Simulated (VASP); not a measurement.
# Al2Cu in VASP: further runs

The runs below take Al2Cu through single point, with PBEsol.

All numbers are computed with VASP 6.6.1; they aren't measurements. Logs are shortened: lines on timing, memory, paths and dates and some standing lists are left out, and cuts for length are marked.

## (1) The cell of the first run

The typed cell holds 3 atoms: a = 4.049 Å, b = 4.049 Å, c = 4.049 Å, α = 120.00°, β = 120.00°, γ = 90.00°.

## (2) Single point, PBEsol

Input file INCAR:

```
SYSTEM = Al2Cu
ALGO = Fast
EDIFF = 1E-6
ENCUT = 520
GGA = PS
ISIF = 2
ISMEAR = 0
LASPH = .TRUE.
LCHARG = .FALSE.
LREAL = .FALSE.
LWAVE = .FALSE.
NBANDS = 16
NELM = 80
PREC = Accurate
SIGMA = 0.15
```

Input file KPOINTS:

```
k-points
0
G
  16 16 16
  0 0 0
```

Input file POSCAR:

```
Al2Cu
1.0
   -2.0246315513      2.0246315513      2.8630136555
    2.0246315513     -2.0246315513      2.8630136555
    2.0246315513      2.0246315513     -2.8630136555
Al Cu
2 1
Direct
    0.7500000000      0.2500000000      0.5000000000
    0.2500000000      0.7500000000      0.5000000000
    0.5302469897      0.5100823299      0.0201646598
```

Potentials or basis: VASP PAW PBE potentials, release 64 (Al, Cu).

Launch:

```sh
> cat potpaw_PBE.64/Al/POTCAR potpaw_PBE.64/Cu/POTCAR > POTCAR
> mpirun -np 1 vasp_std > vasp.out
```

OUTCAR:

```text
SYSTEM = Al2Cu
   EDIFF = 1E-6
   ENCUT = 520
   GGA = PS
   ISIF = 2
   ISMEAR = 0
   LASPH = .TRUE.
   LREAL = .FALSE.
   NELM = 80
   PREC = Accurate

 ion  position               nearest neighbor table
   1  0.750  0.250  0.500-   3 2.45   3 2.45   3 2.45   3 2.58   2 2.86   2 2.86   2 2.86   2 2.86
                             2 2.86   2 2.86
   2  0.250  0.750  0.500-   3 2.38   3 2.51   3 2.51   3 2.51   1 2.86   1 2.86   1 2.86   1 2.86
                             1 2.86   1 2.86
   3  0.530  0.510  0.020-   2 2.38   1 2.45   1 2.45   1 2.45   2 2.51   2 2.51   2 2.51   1 2.58

  LATTYP: Found a body centered tetragonal cell.
 ALAT       =     4.0492631026
 C/A-ratio  =     1.4140911978

  Lattice vectors:

 A1 = (  -2.0246315513,   2.0246315513,   2.8630136555)
 A2 = (   2.0246315513,  -2.0246315513,   2.8630136555)
 A3 = (   2.0246315513,   2.0246315513,  -2.8630136555)

Analysis of symmetry for initial positions (statically):
=====================================================================
 Subroutine PRICEL returns:
 Original cell was already a primitive cell.

 Routine SETGRP: Setting up the symmetry group for a
 body centered tetragonal supercell.

 Subroutine GETGRP returns: Found  2 space group operations
 (whereof  2 operations were pure point group operations)
 out of a pool of 16 trial point group operations.

The static configuration has the point symmetry C_1h.

Analysis of symmetry for dynamics (positions and initial velocities):
=====================================================================
 Subroutine PRICEL returns:
 Original cell was already a primitive cell.

 Routine SETGRP: Setting up the symmetry group for a
 body centered tetragonal supercell.

 Subroutine GETGRP returns: Found  2 space group operations
 (whereof  2 operations were pure point group operations)
 out of a pool of 16 trial point group operations.

The dynamic configuration has the point symmetry C_1h.

 Subroutine INISYM returns: Found  2 space group operations
 (whereof  2 operations are pure point group operations),
 and found     1 'primitive' translations

----------------------------------------------------------------------------------------

                                     Primitive cell

  volume of cell :      46.9435

  direct lattice vectors                    reciprocal lattice vectors
    -2.024631551  2.024631551  2.863013656     0.000000000  0.246958514  0.174641151
     2.024631551 -2.024631551  2.863013656     0.246958514  0.000000000  0.174641151
     2.024631551  2.024631551 -2.863013656     0.246958514  0.246958514  0.000000000

  length of vectors
     4.049087926  4.049087926  4.049087926     0.302469898  0.302469898  0.349252080

  position of ions in fractional coordinates (direct lattice)
     0.750000000  0.250000000  0.500000000
     0.250000000  0.750000000  0.500000000
     0.530246990  0.510082330  0.020164660

  ion indices of the primitive-cell ions
   primitive index   ion index
                 1           1
                 2           2
                 3           3

----------------------------------------------------------------------------------------

 KPOINTS: k-points

Automatic generation of k-mesh.
 Grid dimensions read from file:
 generate k-points for:   16   16   16

 Generating k-lattice:

  Cartesian coordinates                     Fractional coordinates (reciprocal lattice)
     0.000000000  0.015434907  0.010915072     0.062500000  0.000000000  0.000000000
     0.015434907  0.000000000  0.010915072     0.000000000  0.062500000  0.000000000
     0.015434907  0.015434907  0.000000000     0.000000000  0.000000000  0.062500000

  Length of vectors
     0.018904369  0.018904369  0.021828255

  Shift w.r.t. Gamma in fractional coordinates (k-lattice)
     0.000000000  0.000000000  0.000000000

 Subroutine IBZKPT returns following result:
 ===========================================

 Found   1098 irreducible k-points:

 Following reciprocal coordinates:
            Coordinates               Weight
  0.000000  0.000000  0.000000      1.000000
  0.062500 -0.000000  0.000000      2.000000
 -0.000000  0.062500  0.000000      4.000000
 -0.000000  0.062500 -0.062500      2.000000
  0.125000 -0.000000  0.000000      2.000000
 -0.000000  0.125000  0.000000      4.000000
[... 16 lines left out ...]
  0.500000 -0.000000  0.000000      1.000000
 -0.000000  0.500000  0.000000      2.000000
 [... further k-points ...]
   k-points           NKPTS =   1098   k-points in BZ     NKDIM =   1098   number of bands    NBANDS=     16
   number of dos      NEDOS =    301   number of ions     NIONS =      3
   total plane-waves  NPLWV =  27000
   dimension x,y,z NGX =    30 NGY =   30 NGZ =   30
   dimension x,y,z NGXF=    60 NGYF=   60 NGZF=   60
   ions per type =               2   1
   NGX,Y,Z   is equivalent  to a cutoff of  12.32, 12.32, 12.32 a.u.
   NGXF,Y,Z  is equivalent  to a cutoff of  24.63, 24.63, 24.63 a.u.
 SYSTEM =  Al2Cu
   PREC   = accura    normal or accurate (medium, high low for compatibility)
   ISTART =      0    job   : 0-new  1-cont  2-samecut
   ICHARG =      2    charge: 1-file 2-atom 10-const
   ISPIN  =      1    spin polarized calculation?
   LNONCOLLINEAR =      F non collinear calculations
   LSORBIT =      F    spin-orbit coupling
   LASPH  =      T    aspherical Exc in radial PAW
   ENCUT  =  520.0 eV  38.22 Ry    6.18 a.u.   7.53  7.53  7.53*2*pi/ulx,y,z
   NELM   =     80;   NELMIN=  2; NELMDL= -5     # of ELM steps
   EDIFF  = 0.1E-05   stopping-criterion for ELM
   LREAL  =      F    real-space projection
   EDIFFG = 0.1E-04   stopping-criterion for IOM
   NSW    =      0    number of steps for IOM
   IBRION =     -1    ionic relax: 0-MD 1-quasi-New 2-CG
   NFREE  =      0    steps in history (QN), initial steepest desc. (CG)
   ISIF   =      2    stress and relaxation
   ISYM   =      2    0-nonsym 1-usesym 2-fastsym
   POTIM  = 0.5000    time-step for ionic-motion
   TEBEG  =    0.0;   TEEND  =   0.0 temperature during run
   PSTRESS=    0.0 pullay stress
   NELECT =      17.0000    total number of electrons
   NUPDOWN=      -1.0000    fix difference up-down
   EMIN   =  10.00;   EMAX   =-10.00  energy-range for DOS
   EFERMI =   0.00;   METHOD = LEGACY
   ISMEAR =     0;   SIGMA  =   0.15  broadening in eV -4-tet -1-fermi 0-gaus
   EFERMI_NEDOS =   21; number of points for ismear=-14 and -15
   IALGO  =     68    algorithm
   IMIX   =      4    mixing-type and parameters
     AMIX     =   0.40;   BMIX     =  1.00
     AMIX_MAG =   1.60;   BMIX_MAG =  1.00
  volume/ion in A,a.u.               =      15.65       105.60
  Fermi-wavevector in a.u.,A,eV,Ry     =   1.166897  2.205116 18.526366  1.361650
  Thomas-Fermi vector in A             =   2.303405
   LORBIT       =      0    0 simple, 1 ext, 2 COOP (PROOUT), +10 PAW based schemes
   GGA     = PS    functional components
   LHFCALC =     F    Hartree Fock is set to
   AEXX    =    0.0000 exact exchange contribution
   IVDW    =     0    specifies the selected vdW correction
   LEPSILON=     F    determine dielectric tensor
   LRPA    =     F    only Hartree local field effects (RPA)
 non-spin polarized calculation
 RMM-DIIS sequential band-by-band and
 Gauss-broadening in eV      SIGMA  =   0.15
  energy-cutoff  :      520.00
  volume of cell :       46.94
 maximum number of plane-waves:      1295
   NGX = 15   NGY = 15   NGZ = 15

 number of electron      16.9999994 magnetization

 Free energy of the ion-electron system (eV)
  ---------------------------------------------------
  ext. energy  EPLUGINS =         0.00000000
  ---------------------------------------------------
  free energy    TOTEN  =       -12.98051681 eV

  energy without entropy =      -12.97126575  energy(sigma->0) =      -12.97589128

 E-fermi :   7.1024     XC(G=0): -10.6339

 val. band max:        7.0881431917   @ k =  -0.0625   0.1250   0.0625
 cond. band min:       7.1029423143   @ k =  -0.1875  -0.1250   0.1250
 fundamental gap:      0.0147991225
 Fermi energy:         7.1024496062

 k-point     1 :       0.0000    0.0000    0.0000
  band No.  band energies     occupation
      1      -3.2028      2.00000
      2       2.4580      2.00000
      3       2.4675      2.00000
      4       2.4675      2.00000
      5       3.0308      2.00000
      6       3.0310      2.00000
[... 8 lines left out ...]
     15      14.1116      0.00000
     16      14.1250      0.00000

 k-point     2 :       0.0625   -0.0000    0.0000
  band No.  band energies     occupation
      1      -3.1498      2.00000
      2       2.4411      2.00000
      3       2.4759      2.00000
      4       2.4760      2.00000
      5       3.0285      2.00000
      6       3.0286      2.00000
[... 8 lines left out ...]
     15      13.4680      0.00000
     16      13.9787      0.00000

 k-point     3 :      -0.0000    0.0625    0.0000
  band No.  band energies     occupation
      1      -3.1498      2.00000
      2       2.4485      2.00000
      3       2.4683      2.00000
      4       2.4758      2.00000
      5       3.0285      2.00000
      6       3.0287      2.00000
[... 8 lines left out ...]
     15      13.4677      0.00000
     16      13.9933      0.00000

 k-point     4 :      -0.0000    0.0625   -0.0625
  band No.  band energies     occupation
      1      -3.1498      2.00000
      2       2.4485      2.00000
      3       2.4682      2.00000
      4       2.4758      2.00000
      5       3.0286      2.00000
      6       3.0287      2.00000
[... 8 lines left out ...]
     15      13.4666      0.00000
     16      13.9934      0.00000
[... 324 lines left out ...]
 k-point    22 :       0.0000    0.4375   -0.4375
  band No.  band energies     occupation
      1      -0.7825      2.00000
      2       0.9270      2.00000
      3       2.6058      2.00000
      4       2.6078      2.00000
      5       3.0801      2.00000
      6       3.0862      2.00000
[... 8 lines left out ...]
     15      16.2585      0.00000
     16      17.9394      0.00000

 k-point    23 :       0.5000   -0.0000    0.0000
  band No.  band energies     occupation
      1      -0.4000      2.00000
      2       0.5311      2.00000
      3       2.6131      2.00000
      4       2.6131      2.00000
      5       3.0639      2.00000
      6       3.0911      2.00000
[... 8 lines left out ...]
     15      16.9191      0.00000
     16      18.4184      0.00000

 k-point    24 :      -0.0000    0.5000    0.0000
  band No.  band energies     occupation
      1      -0.4029      2.00000
      2       0.5328      2.00000
      3       2.6075      2.00000
      4       2.6091      2.00000
      5       3.0758      2.00000
      6       3.0889      2.00000
[... 8 lines left out ...]
     15      16.9323      0.00000
     16      18.3737      0.00000

 [... further k-points ...]

------------------------ aborting loop because EDIFF is reached ----------------------------------------

  FORCE on cell =-STRESS in cart. coord.  units (eV):
  Direction    XX          YY          ZZ          XY          YZ          ZX
  --------------------------------------------------------------------------------------
  -------------------------------------------------------------------------------------
  Total        0.0885273      0.2441807      0.1690709      0.0000000      0.1100245      0.0000000
  in kB        3.0214300      8.3338644      5.7703758      0.0000000      3.7551269      0.0000000
  external PRESSURE =       5.7085568 kB  Pullay stress =       0.0000000 kB

 VOLUME and BASIS-vectors are now :
 -----------------------------------------------------------------------------
  energy-cutoff  :      520.00
  volume of cell :       46.94
      direct lattice vectors                 reciprocal lattice vectors
    -2.024631551  2.024631551  2.863013656     0.000000000  0.246958514  0.174641151
     2.024631551 -2.024631551  2.863013656     0.246958514  0.000000000  0.174641151
     2.024631551  2.024631551 -2.863013656     0.246958514  0.246958514  0.000000000

 POSITION                                       TOTAL-FORCE (eV/Angst)
 -----------------------------------------------------------------------------------
      0.00000      2.02463      1.43151        -0.000000      0.256070      0.181027
      2.02463      0.00000      1.43151        -0.000000      0.374448      0.264739
      0.00000      0.08165      2.92075         0.000000     -0.630518     -0.445767
 -----------------------------------------------------------------------------------
    total drift:                               -0.000000      0.001157      0.000816

  FREE ENERGIE OF THE ION-ELECTRON SYSTEM (eV)
  ---------------------------------------------------
  free  energy   TOTEN  =       -12.9805168074 eV

  energy  without entropy=      -12.9712657471  energy(sigma->0) =      -12.97589128
```

Run time: 20 min. Hardware: 1 thread of Oxide Virtual Turin-like, shared host; peak memory 0.8 GiB.

Results:

```yaml
Free_energy: -12.9805 eV
Pressure: 0.6 GPa
Largest_force: 0.772 eV/Å
Band_gap_on_the_k_mesh: zero (an odd number of electrons rules out a gap without spin polarisation)
```

Forces on the atoms (eV/Å):
```
Al   0.000  0.256  0.181
Al   0.000  0.374  0.265
Cu   0.000 -0.631 -0.446
```

Levels at points of the mesh, in eV from the Fermi level:
| k point | band 6 | band 7 | band 8 | band 9 | band 10 | band 11 | band 12 | band 13 |
| --- | --- | --- | --- | --- | --- | --- | --- | --- |
| (0.00, 0.00, 0.00) | -4.07 | 2.68 | 2.80 | 2.80 | 3.06 | 3.06 | 3.17 | 4.41 |
| (0.50, 0.00, 0.00) | -4.01 | -4.01 | 0.62 | 0.62 | 2.95 | 2.95 | 3.87 | 4.40 |
| (0.00, 0.50, 0.00) | -4.01 | -4.01 | 0.62 | 0.63 | 2.93 | 2.95 | 3.85 | 4.42 |
| (0.00, 0.50, 0.50) | -4.01 | -4.01 | 0.62 | 0.63 | 2.93 | 2.95 | 3.85 | 4.42 |
| (0.50, 0.50, 0.00) | -3.91 | -3.80 | -2.00 | -1.99 | 0.39 | 1.49 | 9.06 | 10.71 |
| (0.50, 0.50, 0.50) | -3.91 | -3.80 | -2.00 | -1.99 | 0.39 | 1.49 | 9.06 | 10.71 |

Caveat: the cell differs from its parent crystal (all Cu atoms moved -0.100 Å, as atom 3 towards its neighbour atom 1 (Al) at 2.480 Å); the PAW data sets were made with another functional, which shifts forces and pressure a little.

## (3) Single point, PBEsol

Input file INCAR:

```
PREC = Accurate
ENCUT = 520
EDIFF = 1E-6
ISMEAR = 0
SIGMA = 0.15
LREAL = F
LASPH = T
NELM = 100
ALGO = Fast
ISIF = 2
LWAVE = F
LCHARG = T
GGA = PS
LELF = T
LVHAR = T
NBANDS = 16
```

Input file KPOINTS:

```
regular mesh
0
Gamma
  16 16 16
```

Changes to POSCAR since step 2:

```diff
@@ -10,2 +10,2 @@
     0.2500000000      0.7500000000      0.5000000000
-    0.5302469897      0.5100823299      0.0201646598
+    0.4773147577      0.4924382526     -0.0151234949
```

Potentials or basis: VASP PAW PBE potentials, release 64 (Al, Cu).

Launch:

```sh
> cat potpaw_PBE.64/Al/POTCAR potpaw_PBE.64/Cu/POTCAR > POTCAR
> mpirun -np 1 vasp_std > vasp.out
```

Wall time 16 min (1 thread of Oxide Virtual Turin-like, shared host); peak memory 0.8 GiB.

Results (log left out):

| Property | Result |
| --- | --- |
| Free energy | -12.9973 eV |
| Pressure | 0.5 GPa |
| Largest force | 0.575 eV/Å |
| Band gap on the k mesh | zero (an odd number of electrons rules out a gap without spin polarisation) |

Forces in eV/Å, atoms in the order of the input:
```
Al   0.000 -0.268 -0.189
Al   0.000 -0.202 -0.143
Cu   0.000  0.470  0.332
```

Stress tensor (GPa, compression positive):
```
0.39 0.00 0.00
0.00 0.68 0.21
0.00 0.21 0.54
```

Levels at points of the mesh, in eV from the Fermi level:
| k point | band 6 | band 7 | band 8 | band 9 | band 10 | band 11 | band 12 | band 13 |
| --- | --- | --- | --- | --- | --- | --- | --- | --- |
| (0.00, 0.00, 0.00) | -4.07 | 2.74 | 2.83 | 2.83 | 3.03 | 3.03 | 3.12 | 4.40 |
| (0.50, 0.00, 0.00) | -4.00 | -4.00 | 0.62 | 0.62 | 2.95 | 2.95 | 3.87 | 4.40 |
| (0.00, 0.50, 0.00) | -4.01 | -4.00 | 0.62 | 0.62 | 2.94 | 2.95 | 3.85 | 4.41 |
| (0.00, 0.50, 0.50) | -4.01 | -4.00 | 0.62 | 0.62 | 2.94 | 2.95 | 3.85 | 4.41 |
| (0.50, 0.50, 0.00) | -3.90 | -3.79 | -2.00 | -1.99 | 0.39 | 1.49 | 9.06 | 10.72 |
| (0.50, 0.50, 0.50) | -3.90 | -3.79 | -2.00 | -1.99 | 0.39 | 1.49 | 9.06 | 10.72 |

Caveat: the cell differs from its parent crystal (all Cu atoms moved +0.075 Å, as atom 3 towards its neighbour atom 1 (Al) at 2.480 Å); the PAW data sets were made with another functional, which shifts forces and pressure a little.
